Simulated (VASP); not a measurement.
# Pb (Fm-3m) in VASP: settings compared

Pb is run at these levels: PBE0, b88 exchange, pbe correlation; tasks: single point.

Everything below comes from runs of VASP 6.6.1. Logs are shortened: lines on timing, memory, paths and dates and some standing lists are left out, and cuts for length are marked.

### Step 1. The cell of the first run

The structure is cubic, space group Fm-3m (No. 225). Conventional cell: a = 4.950 Å, b = 4.950 Å, c = 4.950 Å, α = 90.00°, β = 90.00°, γ = 90.00°. Pb (site symmetry m-3m) has 12 Pb at 3.50 Å within 4.6 Å.

### Step 2. Single point, PBE0

Contents of POSCAR:

```
Pb
1.0
    0.0000000000      2.4750200000      2.4750200000
    2.4750200000      0.0000000000      2.4750200000
    2.4750200000      2.4750200000      0.0000000000
Pb
1
Direct
    0.0000000000      0.0000000000      0.0000000000
```

Contents of INCAR.step1:

```
SYSTEM = Pb
PREC = Accurate
ENCUT = 520
EDIFF = 1E-5
ISMEAR = -1
SIGMA = 0.05
LREAL = .False.
LASPH = .True.
NELM = 80
ALGO = Normal
ISIF = 2
LWAVE = .True.
LCHARG = .False.
NBANDS = 13
GGA = PE
```

Contents of INCAR.step2:

```
SYSTEM = Pb
PREC = Accurate
ENCUT = 520
EDIFF = 1E-6
ISMEAR = -1
SIGMA = 0.05
LREAL = .False.
LASPH = .True.
NELM = 80
ALGO = Normal
ISIF = 2
LWAVE = .False.
LCHARG = .False.
GGA = PE
LHFCALC = .True.
AEXX = 0.25
PRECFOCK = Normal
NBANDS = 13
ISTART = 1
```

Contents of KPOINTS:

```
regular mesh
0
Gamma
  6 6 6
  0 0 0
```

Potentials or basis: VASP PAW PBE potentials, release 64 (Pb_d).

Started as:

```
cat potpaw_PBE.64/Pb_d/POTCAR > POTCAR
cp INCAR.step1 INCAR
mpirun -np 1 vasp_std > vasp.out
cp INCAR.step2 INCAR
mpirun -np 1 vasp_std > vasp.out
```

OUTCAR:

```text
SYSTEM = Pb
   PREC = Accurate
   ENCUT = 520
   EDIFF = 1E-6
   ISMEAR = -1
   LREAL = .False.
   LASPH = .True.
   NELM = 80
   ISIF = 2
   GGA = PE
   LHFCALC = .True.
   AEXX = 0.25
   PRECFOCK = Normal
   ISTART = 1

 ion  position               nearest neighbor table
   1  0.000  0.000  0.000-

  LATTYP: Found a face centered cubic cell.
 ALAT       =     4.9500400000

  Lattice vectors:

 A1 = (   0.0000000000,   2.4750200000,   2.4750200000)
 A2 = (   2.4750200000,   0.0000000000,   2.4750200000)
 A3 = (   2.4750200000,   2.4750200000,   0.0000000000)

Analysis of symmetry for initial positions (statically):
=====================================================================
 Subroutine PRICEL returns:
 Original cell was already a primitive cell.

 Routine SETGRP: Setting up the symmetry group for a
 face centered cubic supercell.

 Subroutine GETGRP returns: Found 48 space group operations
 (whereof 48 operations were pure point group operations)
 out of a pool of 48 trial point group operations.

The static configuration has the point symmetry O_h .

Analysis of symmetry for dynamics (positions and initial velocities):
=====================================================================
 Subroutine PRICEL returns:
 Original cell was already a primitive cell.

 Routine SETGRP: Setting up the symmetry group for a
 face centered cubic supercell.

 Subroutine GETGRP returns: Found 48 space group operations
 (whereof 48 operations were pure point group operations)
 out of a pool of 48 trial point group operations.

The dynamic configuration has the point symmetry O_h .

 Subroutine INISYM returns: Found 48 space group operations
 (whereof 48 operations are pure point group operations),
 and found     1 'primitive' translations

----------------------------------------------------------------------------------------

                                     Primitive cell

  volume of cell :      30.3226

  direct lattice vectors                    reciprocal lattice vectors
     0.000000000  2.475020000  2.475020000    -0.202018570  0.202018570  0.202018570
     2.475020000  0.000000000  2.475020000     0.202018570 -0.202018570  0.202018570
     2.475020000  2.475020000  0.000000000     0.202018570  0.202018570 -0.202018570

  length of vectors
     3.500206851  3.500206851  3.500206851     0.349906427  0.349906427  0.349906427

  position of ions in fractional coordinates (direct lattice)
     0.000000000  0.000000000  0.000000000

  ion indices of the primitive-cell ions
   primitive index   ion index
                 1           1

----------------------------------------------------------------------------------------

 KPOINTS: regular mesh

Automatic generation of k-mesh.
 Grid dimensions read from file:
 generate k-points for:    6    6    6

 Generating k-lattice:

  Cartesian coordinates                     Fractional coordinates (reciprocal lattice)
    -0.033669762  0.033669762  0.033669762     0.166666667  0.000000000  0.000000000
     0.033669762 -0.033669762  0.033669762     0.000000000  0.166666667  0.000000000
     0.033669762  0.033669762 -0.033669762     0.000000000  0.000000000  0.166666667

  Length of vectors
     0.058317738  0.058317738  0.058317738

  Shift w.r.t. Gamma in fractional coordinates (k-lattice)
     0.000000000  0.000000000  0.000000000

 Subroutine IBZKPT returns following result:
 ===========================================

 Found     16 irreducible k-points:

 Following reciprocal coordinates:
            Coordinates               Weight
  0.000000  0.000000  0.000000      1.000000
  0.166667  0.000000  0.000000      8.000000
  0.333333  0.000000  0.000000      8.000000
  0.500000  0.000000  0.000000      4.000000
  0.166667  0.166667  0.000000      6.000000
  0.333333  0.166667  0.000000     24.000000
[... 8 lines left out ...]
 -0.333333  0.333333  0.166667     24.000000
 -0.333333  0.500000  0.166667     12.000000
   k-points           NKPTS =     16   k-points in BZ     NKDIM =    216   number of bands    NBANDS=     13
   number of dos      NEDOS =    301   number of ions     NIONS =      1
   total plane-waves  NPLWV =  21952
   dimension x,y,z NGX =    28 NGY =   28 NGZ =   28
   dimension x,y,z NGXF=    56 NGYF=   56 NGZF=   56
   ions per type =               1
   NGX,Y,Z   is equivalent  to a cutoff of  13.30, 13.30, 13.30 a.u.
   NGXF,Y,Z  is equivalent  to a cutoff of  26.60, 26.60, 26.60 a.u.
 SYSTEM =  Pb
   PREC   = accura    normal or accurate (medium, high low for compatibility)
   ISTART =      1    job   : 0-new  1-cont  2-samecut
   ICHARG =      0    charge: 1-file 2-atom 10-const
   ISPIN  =      1    spin polarized calculation?
   LNONCOLLINEAR =      F non collinear calculations
   LSORBIT =      F    spin-orbit coupling
   LASPH  =      T    aspherical Exc in radial PAW
   ENCUT  =  520.0 eV  38.22 Ry    6.18 a.u.   6.51  6.51  6.51*2*pi/ulx,y,z
   NELM   =     80;   NELMIN=  2; NELMDL=  0     # of ELM steps
   EDIFF  = 0.1E-05   stopping-criterion for ELM
   LREAL  =      F    real-space projection
   EDIFFG = 0.1E-04   stopping-criterion for IOM
   NSW    =      0    number of steps for IOM
   IBRION =     -1    ionic relax: 0-MD 1-quasi-New 2-CG
   NFREE  =      0    steps in history (QN), initial steepest desc. (CG)
   ISIF   =      2    stress and relaxation
   ISYM   =      3    0-nonsym 1-usesym 2-fastsym
   POTIM  = 0.5000    time-step for ionic-motion
   TEBEG  =    0.0;   TEEND  =   0.0 temperature during run
   PSTRESS=    0.0 pullay stress
   NELECT =      14.0000    total number of electrons
   NUPDOWN=      -1.0000    fix difference up-down
   EMIN   =  10.00;   EMAX   =-10.00  energy-range for DOS
   EFERMI =   0.00;   METHOD = LEGACY
   ISMEAR =    -1;   SIGMA  =   0.05  broadening in eV -4-tet -1-fermi 0-gaus
   EFERMI_NEDOS =   21; number of points for ismear=-14 and -15
   IALGO  =     38    algorithm
   IMIX   =      1    mixing-type and parameters
     AMIX     =   0.40;   BMIX     =  1.00
     AMIX_MAG =   1.60;   BMIX_MAG =  1.00
  volume/ion in A,a.u.               =      30.32       204.63
  Fermi-wavevector in a.u.,A,eV,Ry     =   1.265306  2.391081 21.782907  1.600999
  Thomas-Fermi vector in A             =   2.398566
   LORBIT       =      0    0 simple, 1 ext, 2 COOP (PROOUT), +10 PAW based schemes
   GGA     = PE    functional components
   LHFCALC =     T    Hartree Fock is set to
   PRECFOCK=normal    Normal, Fast or Accurate (Low or Medium for compatibility)
   ENCUT4O =  -1.0   cutoff for four orbital integrals eV
   NKREDX  =     1    reduce k-point grid by
   NKREDY  =     1    reduce k-point grid by
   NKREDZ  =     1    reduce k-point grid by
   AEXX    =    0.2500 exact exchange contribution
   HFSCREEN=    0.0000 screening length (either q_TF or 0.3 A-1)
   HFSCREENC=   0.0000 screening length for correlation (either q_TF or 0.3 A-1)
   ENCUTFOCK=  -1.0 apply spherical cutoff to Coloumb kernel
   IVDW    =     0    specifies the selected vdW correction
   LEPSILON=     F    determine dielectric tensor
   LRPA    =     F    only Hartree local field effects (RPA)
 non-spin polarized calculation
  energy-cutoff  :      520.00
  volume of cell :       30.32
 maximum number of plane-waves:       869
 NGX is ok and might be reduce to    28
  NGX = 20; NGY = 20; NGZ = 20

 number of electron      13.9999999 magnetization

 Free energy of the ion-electron system (eV)
  ---------------------------------------------------
  ext. energy  EPLUGINS =         0.00000000
  ---------------------------------------------------
  free energy    TOTEN  =        -4.45487110 eV

  energy without entropy =       -4.45065698  energy(sigma->0) =       -4.45276404

 E-fermi :   7.5985     XC(G=0):  -8.0422

 val. band max:        6.9582034057   @ k =   0.3333   0.3333   0.0000
 cond. band min:       7.6959520643   @ k =   0.3333   0.1667   0.0000
 fundamental gap:      0.7377486586
 Fermi energy:         7.5984987757

 k-point     1 :       0.0000    0.0000    0.0000
  band No.  band energies     occupation
      1     -12.1780      2.00000
      2     -12.1780      2.00000
      3     -12.1780      2.00000
      4     -12.0329      2.00000
      5     -12.0329      2.00000
      6      -6.2997      2.00000
      7      15.8175      0.00000
      8      15.8175      0.00000
      9      15.8175      0.00000
     10      18.0816      0.00000
     11      19.7295      0.00000
     12      20.8340      0.00000
     13      20.8340      0.00000

 k-point     2 :       0.1667    0.0000    0.0000
  band No.  band energies     occupation
      1     -12.1819      2.00000
      2     -12.1472      2.00000
      3     -12.1472      2.00000
      4     -12.0270      2.00000
      5     -12.0270      2.00000
      6      -5.6997      2.00000
      7      11.2847      0.00000
      8      15.1884      0.00000
      9      15.1884      0.00000
     10      17.4411      0.00000
     11      21.0028      0.00000
     12      21.5740      0.00000
     13      21.5767      0.00000

 k-point     3 :       0.3333    0.0000    0.0000
  band No.  band energies     occupation
      1     -12.2006      2.00000
      2     -12.1518      2.00000
      3     -12.1518      2.00000
      4     -11.9474      2.00000
      5     -11.9474      2.00000
      6      -3.9351      2.00000
      7       5.2570      2.00000
      8      14.2295      0.00000
      9      14.2295      0.00000
     10      17.1700      0.00000
     11      18.8818      0.00000
     12      20.0294      0.00000
     13      20.0294      0.00000
[... 177 lines left out ...]
 k-point    15 :      -0.3333    0.3333    0.1667
  band No.  band energies     occupation
      1     -12.1861      2.00000
      2     -12.1438      2.00000
      3     -12.0471      2.00000
      4     -12.0043      2.00000
      5     -11.8904      2.00000
      6      -0.9835      2.00000
      7       3.8752      2.00000
      8       6.9398      2.00000
      9       9.8034      0.00000
     10      17.7016      0.00000
     11      19.6837      0.00000
     12      22.7205      0.00000
     13      22.7422      0.00000

 k-point    16 :      -0.3333    0.5000    0.1667
  band No.  band energies     occupation
      1     -12.2397      2.00000
      2     -12.1995      2.00000
      3     -11.9914      2.00000
      4     -11.9575      2.00000
      5     -11.8558      2.00000
      6      -0.3786      2.00000
      7       4.0765      2.00000
      8       6.8726      2.00000
      9       8.2147      0.00001
     10      17.0637      0.00000
     11      17.9527      0.00000
     12      23.3434      0.00000
     13      23.7497      0.00000

------------------------ aborting loop because EDIFF is reached ----------------------------------------

  FORCE on cell =-STRESS in cart. coord.  units (eV):
  Direction    XX          YY          ZZ          XY          YZ          ZX
  --------------------------------------------------------------------------------------
  -------------------------------------------------------------------------------------
  Total        0.3364682      0.3364682      0.3364682      0.0000000     -0.0000000      0.0000000
  in kB       17.7782273     17.7782273     17.7782273      0.0000000     -0.0000000      0.0000000
  external PRESSURE =      17.7782273 kB  Pullay stress =       0.0000000 kB

 VOLUME and BASIS-vectors are now :
 -----------------------------------------------------------------------------
  energy-cutoff  :      520.00
  volume of cell :       30.32
      direct lattice vectors                 reciprocal lattice vectors
     0.000000000  2.475020000  2.475020000    -0.202018570  0.202018570  0.202018570
     2.475020000  0.000000000  2.475020000     0.202018570 -0.202018570  0.202018570
     2.475020000  2.475020000  0.000000000     0.202018570  0.202018570 -0.202018570

 POSITION                                       TOTAL-FORCE (eV/Angst)
 -----------------------------------------------------------------------------------
      0.00000      0.00000      0.00000        -0.000000     -0.000000      0.000000
 -----------------------------------------------------------------------------------
    total drift:                               -0.000000     -0.000000     -0.000000

  FREE ENERGIE OF THE ION-ELECTRON SYSTEM (eV)
  ---------------------------------------------------
  free  energy   TOTEN  =        -4.4548710958 eV

  energy  without entropy=       -4.4506569847  energy(sigma->0) =       -4.45276404
```

Wall time 18 min (1 thread of Intel Xeon Platinum 8259CL at 2.50GHz (Skylake/Cascade Lake), shared host); peak memory 0.17 GiB.

What came out:

- Free energy: -4.4549 eV
- Pressure: 1.8 GPa
- Band gap on the k mesh: zero (bands 7 and 8 overlap by 10.71 eV)

Levels at points of the mesh, in eV from the Fermi level:
```tsv
k point	band 5	band 6	band 7	band 8	band 9	band 10
(0.00, 0.00, 0.00)	-19.63	-13.90	8.22	8.22	8.22	10.48
(0.50, 0.00, 0.00)	-19.49	-9.72	-5.58	6.22	6.22	9.89
(0.50, 0.50, 0.00)	-19.45	-8.06	-4.55	2.33	2.33	5.76
```

Caveat: the k points lie up to 0.37 Å⁻¹ apart, too coarse for converged energies and pressures of a metal; the PAW data sets were made with another functional, which shifts forces and pressure a little; spin-orbit coupling is left out, which moves the levels of the heavy elements.

### Step 3. Single point, b88 exchange, pbe correlation

This run uses another cell than the first one, of 31.74 Å³/atom.

Contents of INCAR:

```
PREC     = Accurate       # precision mode
ENCUT    = 500            # plane-wave cutoff, eV
EDIFF    = 1E-6           # SCF threshold, eV
ISMEAR   = -1             # smearing method
SIGMA    = 0.05           # smearing width, eV
LREAL    = F              # projectors in reciprocal space
LASPH    = T              # aspherical terms in the spheres
NELM     = 120            # most SCF steps
ALGO     = Normal         # electronic algorithm
ISIF     = 2              # what is computed and relaxed
LWAVE    = F              # write WAVECAR
LCHARG   = F              # write CHGCAR
GGA      = LIBXC          # functional
LIBXC1   = GGA_X_B88    
LIBXC2   = GGA_C_PBE    
NBANDS   = 13             # bands
GGA_COMPAT= F
```

Contents of KPOINTS:

```
Automatic mesh
0
Gamma
  9 9 9
```

Contents of POSCAR:

```
Pb
1.0
    0.0000000000      2.5129997992      2.5129997992
    2.5129997992      0.0000000000      2.5129997992
    2.5129997992      2.5129997992      0.0000000000
Pb
1
Direct
    0.0000000000      0.0000000000      0.0000000000
```

Potentials or basis: VASP PAW PBE potentials, release 64 (Pb_d).

Started as:

```
cat potpaw_PBE.64/Pb_d/POTCAR > POTCAR
mpirun -np 1 vasp_std > vasp.out
```

Run time: 13 s. Hardware: 1 thread of AMD EPYC 7R43 (Zen 3), shared host; peak memory 0.12 GiB.

Results (log left out):

| Item | Value |
| --- | --- |
| Free energy | -3.4808 eV |
| Pressure | -0.1 GPa |
| Band gap on the k mesh | zero (bands 7 and 8 overlap by 8.48 eV) |

Levels at points of the mesh, in eV from the Fermi level:
```csv
k point,band 4,band 5,band 6,band 7,band 8,band 9,band 10,band 11
"(0.00, 0.00, 0.00)",-16.80,-16.80,-11.34,7.16,7.16,7.16,9.90,10.93
```

Caveat: the PAW data sets were made with another functional, which shifts forces and pressure a little; spin-orbit coupling is left out, which moves the levels of the heavy elements.
